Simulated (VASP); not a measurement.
# CdF2 (Fmmm) in VASP: further runs

CdF2 is run at these levels: PBEsol; tasks: single point.

All numbers are computed with VASP 6.6.1; they aren't measurements. Logs are shortened: lines on timing, memory, paths and dates and some standing lists are left out, and cuts for length are marked.

## 1. The cell of the first run

It takes space group Fmmm (No. 69, orthorhombic). Conventional cell: a = 5.280 Å, b = 5.388 Å, c = 5.496 Å, α = 90.00°, β = 90.00°, γ = 90.00°. Within 3.1 Å of Cd (site symmetry mmm) lie 8 F at 2.33 Å. F (site symmetry 222) has 4 Cd at 2.33 Å and 6 F at 2.64 to 2.75 Å within 3.1 Å.

## 2. Single point, PBEsol (strain -0.0200 x Voigt [1, -1, 0, 0, 0, 0])

The input, INCAR:

```
  ALGO = Normal
  EDIFF = 1E-6
  ENCUT = 520
  GGA = PS
  ISIF = 2
  ISMEAR = 0
  LASPH = T
  LCHARG = F
  LREAL = F
  LWAVE = F
  NBANDS = 20
  NELM = 60
  PREC = Accurate
  SIGMA = 0.05
```

The input, KPOINTS:

```
k-points
0
Gamma
  8 8 8
```

The input, POSCAR:

```
CdF2
1.0
    0.0000000000      2.7478800000      2.6940000000
    2.6401200000      0.0000000000      2.6940000000
    2.6401200000      2.7478800000      0.0000000000
Cd F
1 2
Direct
    0.0000000000      0.0000000000      0.0000000000
    0.2500000000      0.2500000000      0.2500000000
    0.7500000000      0.7500000000      0.7500000000
```

Potentials or basis: VASP PAW PBE potentials, release 64 (Cd, F).

Command:

```
$ cat potpaw_PBE.64/Cd/POTCAR potpaw_PBE.64/F/POTCAR > POTCAR
$ mpirun -np 1 vasp_std > vasp.out
```

OUTCAR:

```text
EDIFF = 1E-6
   ENCUT = 520
   GGA = PS
   ISIF = 2
   ISMEAR = 0
   LASPH = T
   LREAL = F
   NELM = 60
   PREC = Accurate

 ion  position               nearest neighbor table
   1  0.000  0.000  0.000-   3 2.33   3 2.33   3 2.33   2 2.33   3 2.33   2 2.33   2 2.33   2 2.33

   2  0.250  0.250  0.250-   1 2.33   1 2.33   1 2.33   1 2.33
   3  0.750  0.750  0.750-   1 2.33   1 2.33   1 2.33   1 2.33

  LATTYP: Found a face centered orthorhombic cell.
 ALAT       =     5.2802400000
 B/A-ratio  =     1.0204081633
 C/A-ratio  =     1.0408163265

  Lattice vectors:

 A1 = (   0.0000000000,   2.7478800000,  -2.6940000000)
 A2 = (   2.6401200000,   2.7478800000,   0.0000000000)
 A3 = (   2.6401200000,   0.0000000000,  -2.6940000000)

Analysis of symmetry for initial positions (statically):
=====================================================================
 Subroutine PRICEL returns:
 Original cell was already a primitive cell.

 Routine SETGRP: Setting up the symmetry group for a
 face centered orthorhombic supercell.

 Subroutine GETGRP returns: Found  8 space group operations
 (whereof  8 operations were pure point group operations)
 out of a pool of  8 trial point group operations.

The static configuration has the point symmetry D_2h.

Analysis of symmetry for dynamics (positions and initial velocities):
=====================================================================
 Subroutine PRICEL returns:
 Original cell was already a primitive cell.

 Routine SETGRP: Setting up the symmetry group for a
 face centered orthorhombic supercell.

 Subroutine GETGRP returns: Found  8 space group operations
 (whereof  8 operations were pure point group operations)
 out of a pool of  8 trial point group operations.

The dynamic configuration has the point symmetry D_2h.

 Subroutine INISYM returns: Found  8 space group operations
 (whereof  8 operations are pure point group operations),
 and found     1 'primitive' translations

----------------------------------------------------------------------------------------

                                     Primitive cell

  volume of cell :      39.0885

  direct lattice vectors                    reciprocal lattice vectors
     0.000000000  2.747880000  2.694000000    -0.189385331  0.181958455  0.185597624
     2.640120000  0.000000000  2.694000000     0.189385331 -0.181958455  0.185597624
     2.640120000  2.747880000  0.000000000     0.189385331  0.181958455 -0.185597624

  length of vectors
     3.848178854  3.771984838  3.810653239     0.321593161  0.321593161  0.321593161

  position of ions in fractional coordinates (direct lattice)
     0.000000000  0.000000000  0.000000000
     0.250000000  0.250000000  0.250000000
     0.750000000  0.750000000  0.750000000

  ion indices of the primitive-cell ions
   primitive index   ion index
                 1           1
                 2           2
                 3           3

----------------------------------------------------------------------------------------

 KPOINTS: k-points

Automatic generation of k-mesh.
 Grid dimensions read from file:
 generate k-points for:    8    8    8

 Generating k-lattice:

  Cartesian coordinates                     Fractional coordinates (reciprocal lattice)
    -0.023673166  0.022744807  0.023199703     0.125000000 -0.000000000  0.000000000
     0.023673166 -0.022744807  0.023199703    -0.000000000  0.125000000  0.000000000
     0.023673166  0.022744807 -0.023199703     0.000000000  0.000000000  0.125000000

  Length of vectors
     0.040199145  0.040199145  0.040199145

  Shift w.r.t. Gamma in fractional coordinates (k-lattice)
     0.000000000  0.000000000  0.000000000

 Subroutine IBZKPT returns following result:
 ===========================================

 Found     95 irreducible k-points:

 Following reciprocal coordinates:
            Coordinates               Weight
  0.000000  0.000000  0.000000      1.000000
  0.125000  0.000000  0.000000      8.000000
  0.250000  0.000000  0.000000      8.000000
  0.375000  0.000000 -0.000000      8.000000
  0.500000  0.000000  0.000000      4.000000
  0.125000  0.125000  0.000000      2.000000
[... 16 lines left out ...]
  0.250000 -0.000000  0.125000      8.000000
  0.375000  0.000000  0.125000      8.000000
 [... further k-points ...]
   k-points           NKPTS =     95   k-points in BZ     NKDIM =     95   number of bands    NBANDS=     20
   number of dos      NEDOS =    301   number of ions     NIONS =      3
   total plane-waves  NPLWV =  23520
   dimension x,y,z NGX =    30 NGY =   28 NGZ =   28
   dimension x,y,z NGXF=    60 NGYF=   56 NGZF=   56
   ions per type =               1   2
   NGX,Y,Z   is equivalent  to a cutoff of  12.96, 12.34, 12.22 a.u.
   NGXF,Y,Z  is equivalent  to a cutoff of  25.92, 24.68, 24.43 a.u.
 SYSTEM =  unknown system
   PREC   = accura    normal or accurate (medium, high low for compatibility)
   ISTART =      0    job   : 0-new  1-cont  2-samecut
   ICHARG =      2    charge: 1-file 2-atom 10-const
   ISPIN  =      1    spin polarized calculation?
   LNONCOLLINEAR =      F non collinear calculations
   LSORBIT =      F    spin-orbit coupling
   LASPH  =      T    aspherical Exc in radial PAW
   ENCUT  =  520.0 eV  38.22 Ry    6.18 a.u.   7.16  7.01  7.09*2*pi/ulx,y,z
   NELM   =     60;   NELMIN=  2; NELMDL= -5     # of ELM steps
   EDIFF  = 0.1E-05   stopping-criterion for ELM
   LREAL  =      F    real-space projection
   EDIFFG = 0.1E-04   stopping-criterion for IOM
   NSW    =      0    number of steps for IOM
   IBRION =     -1    ionic relax: 0-MD 1-quasi-New 2-CG
   NFREE  =      0    steps in history (QN), initial steepest desc. (CG)
   ISIF   =      2    stress and relaxation
   ISYM   =      2    0-nonsym 1-usesym 2-fastsym
   POTIM  = 0.5000    time-step for ionic-motion
   TEBEG  =    0.0;   TEEND  =   0.0 temperature during run
   PSTRESS=    0.0 pullay stress
   NELECT =      26.0000    total number of electrons
   NUPDOWN=      -1.0000    fix difference up-down
   EMIN   =  10.00;   EMAX   =-10.00  energy-range for DOS
   EFERMI =   0.00;   METHOD = LEGACY
   ISMEAR =     0;   SIGMA  =   0.05  broadening in eV -4-tet -1-fermi 0-gaus
   EFERMI_NEDOS =   21; number of points for ismear=-14 and -15
   IALGO  =     38    algorithm
   IMIX   =      4    mixing-type and parameters
     AMIX     =   0.40;   BMIX     =  1.00
     AMIX_MAG =   1.60;   BMIX_MAG =  1.00
  volume/ion in A,a.u.               =      13.03        87.93
  Fermi-wavevector in a.u.,A,eV,Ry     =   1.429057  2.700527 27.785878  2.042204
  Thomas-Fermi vector in A             =   2.549052
   LORBIT       =      0    0 simple, 1 ext, 2 COOP (PROOUT), +10 PAW based schemes
   GGA     = PS    functional components
   LHFCALC =     F    Hartree Fock is set to
   AEXX    =    0.0000 exact exchange contribution
   IVDW    =     0    specifies the selected vdW correction
   LEPSILON=     F    determine dielectric tensor
   LRPA    =     F    only Hartree local field effects (RPA)
 non-spin polarized calculation
 Gauss-broadening in eV      SIGMA  =   0.05
  energy-cutoff  :      520.00
  volume of cell :       39.09
 maximum number of plane-waves:      1064
 NGX is ok and might be reduce to    30
   NGX = 15   NGY = 13   NGZ = 15

 number of electron      26.0000001 magnetization

 Free energy of the ion-electron system (eV)
  ---------------------------------------------------
  ext. energy  EPLUGINS =         0.00000000
  ---------------------------------------------------
  free energy    TOTEN  =       -11.58227215 eV

  energy without entropy =      -11.58227215  energy(sigma->0) =      -11.58227215

 E-fermi :  -1.0699     XC(G=0): -10.7112

 val. band max:       -1.4063749442   @ k =  -0.2500   0.5000   0.2500
 cond. band min:       1.4536237434   @ k =   0.0000   0.0000   0.0000
 fundamental gap:      2.8599986876
 Fermi energy:        -1.0699026122

 k-point     1 :       0.0000    0.0000    0.0000
  band No.  band energies     occupation
      1     -22.1563      2.00000
      2     -21.0133      2.00000
      3      -7.0774      2.00000
      4      -7.0656      2.00000
      5      -7.0592      2.00000
      6      -5.8288      2.00000
[... 12 lines left out ...]
     19      17.8503      0.00000
     20      18.6419      0.00000

 k-point     2 :       0.1250    0.0000    0.0000
  band No.  band energies     occupation
      1     -22.1051      2.00000
      2     -21.0590      2.00000
      3      -7.0148      2.00000
      4      -7.0001      2.00000
      5      -6.8985      2.00000
      6      -5.8463      2.00000
[... 12 lines left out ...]
     19      17.4809      0.00000
     20      18.2180      0.00000

 k-point     3 :       0.2500    0.0000    0.0000
  band No.  band energies     occupation
      1     -21.9660      2.00000
      2     -21.1833      2.00000
      3      -6.8820      2.00000
      4      -6.8545      2.00000
      5      -6.4456      2.00000
      6      -5.8566      2.00000
[... 12 lines left out ...]
     19      17.4957      0.00000
     20      17.9033      0.00000

 k-point     4 :       0.3750    0.0000   -0.0000
  band No.  band energies     occupation
      1     -21.7743      2.00000
      2     -21.3568      2.00000
      3      -6.7762      2.00000
      4      -6.7305      2.00000
      5      -5.8741      2.00000
      6      -5.8098      2.00000
[... 12 lines left out ...]
     19      16.9524      0.00000
     20      17.4337      0.00000

 k-point     5 :       0.5000    0.0000    0.0000
  band No.  band energies     occupation
      1     -21.5999      2.00000
      2     -21.5229      2.00000
      3      -6.7452      2.00000
      4      -6.6914      2.00000
      5      -5.7628      2.00000
      6      -5.7373      2.00000
[... 12 lines left out ...]
     19      16.7455      0.00000
     20      17.0816      0.00000

 k-point     6 :       0.1250    0.1250    0.0000
  band No.  band energies     occupation
      1     -22.0898      2.00000
      2     -21.0716      2.00000
      3      -6.9822      2.00000
      4      -6.9784      2.00000
      5      -6.8518      2.00000
      6      -5.9053      2.00000
[... 12 lines left out ...]
     19      17.9032      0.00000
     20      18.5098      0.00000

 k-point     7 :       0.2500    0.1250   -0.0000
  band No.  band energies     occupation
      1     -21.9839      2.00000
      2     -21.1639      2.00000
      3      -6.8539      2.00000
      4      -6.8513      2.00000
      5      -6.5100      2.00000
      6      -5.9936      2.00000
[... 12 lines left out ...]
     19      18.1495      0.00000
     20      19.2064      0.00000
[... 277 lines left out ...]
 k-point    20 :      -0.3750    0.3750    0.0000
  band No.  band energies     occupation
      1     -21.5944      2.00000
      2     -21.4846      2.00000
      3      -6.6597      2.00000
      4      -6.2187      2.00000
      5      -5.9047      2.00000
      6      -5.8913      2.00000
[... 12 lines left out ...]
     19      18.7695      0.00000
     20      19.3806      0.00000

 k-point    21 :       0.5000    0.5000    0.0000
  band No.  band energies     occupation
      1     -21.6740      2.00000
      2     -21.3958      2.00000
      3      -6.8782      2.00000
      4      -6.1485      2.00000
      5      -6.0219      2.00000
      6      -5.7043      2.00000
[... 12 lines left out ...]
     19      17.8339      0.00000
     20      19.7938      0.00000

 k-point    22 :       0.1250    0.0000    0.1250
  band No.  band energies     occupation
      1     -22.0960      2.00000
      2     -21.0641      2.00000
      3      -6.9719      2.00000
      4      -6.9715      2.00000
      5      -6.8723      2.00000
      6      -5.9125      2.00000
[... 12 lines left out ...]
     19      17.7953      0.00000
     20      18.7345      0.00000

 k-point    23 :       0.2500   -0.0000    0.1250
  band No.  band energies     occupation
      1     -21.9957      2.00000
      2     -21.1511      2.00000
      3      -6.8543      2.00000
      4      -6.8409      2.00000
      5      -6.5253      2.00000
      6      -5.9966      2.00000
[... 12 lines left out ...]
     19      18.4391      0.00000
     20      19.0553      0.00000

 k-point    24 :       0.3750    0.0000    0.1250
  band No.  band energies     occupation
      1     -21.8329      2.00000
      2     -21.2945      2.00000
      3      -6.7352      2.00000
      4      -6.6981      2.00000
      5      -6.0220      2.00000
      6      -5.9667      2.00000
[... 12 lines left out ...]
     19      17.8380      0.00000
     20      19.1070      0.00000

 [... further k-points ...]

------------------------ aborting loop because EDIFF is reached ----------------------------------------

  FORCE on cell =-STRESS in cart. coord.  units (eV):
  Direction    XX          YY          ZZ          XY          YZ          ZX
  --------------------------------------------------------------------------------------
  -------------------------------------------------------------------------------------
  Total        0.6762857     -0.3934861      0.1287882      0.0000000      0.0000000      0.0000000
  in kB       27.7199078    -16.1283860      5.2788304      0.0000000      0.0000000      0.0000000
  external PRESSURE =       5.6234507 kB  Pullay stress =       0.0000000 kB

 VOLUME and BASIS-vectors are now :
 -----------------------------------------------------------------------------
  energy-cutoff  :      520.00
  volume of cell :       39.09
      direct lattice vectors                 reciprocal lattice vectors
     0.000000000  2.747880000  2.694000000    -0.189385331  0.181958455  0.185597624
     2.640120000  0.000000000  2.694000000     0.189385331 -0.181958455  0.185597624
     2.640120000  2.747880000  0.000000000     0.189385331  0.181958455 -0.185597624

 POSITION                                       TOTAL-FORCE (eV/Angst)
 -----------------------------------------------------------------------------------
      0.00000      0.00000      0.00000        -0.000000      0.000000      0.000000
      1.32006      1.37394      1.34700         0.000000      0.000000      0.000000
      3.96018      4.12182      4.04100         0.000000      0.000000      0.000000
 -----------------------------------------------------------------------------------
    total drift:                                0.000000     -0.000000      0.000000

  FREE ENERGIE OF THE ION-ELECTRON SYSTEM (eV)
  ---------------------------------------------------
  free  energy   TOTEN  =       -11.5822721452 eV

  energy  without entropy=      -11.5822721452  energy(sigma->0) =      -11.58227215
```

Wall time 29 s (1 thread of Intel Xeon 6975P-C (Granite Rapids), shared host); peak memory 0.2 GiB.

Results:

```yaml
Free_energy: -11.5823 eV
Pressure: 0.6 GPa
Band_gap_on_the_k_mesh: 2.86 eV, indirect (least direct gap 3.33 eV)
```

Caveat: the cell differs from its parent crystal (strain -0.0200 x Voigt [1, -1, 0, 0, 0, 0]); the PAW data sets were made with another functional, which shifts forces and pressure a little.

[end of part 1 of 2]
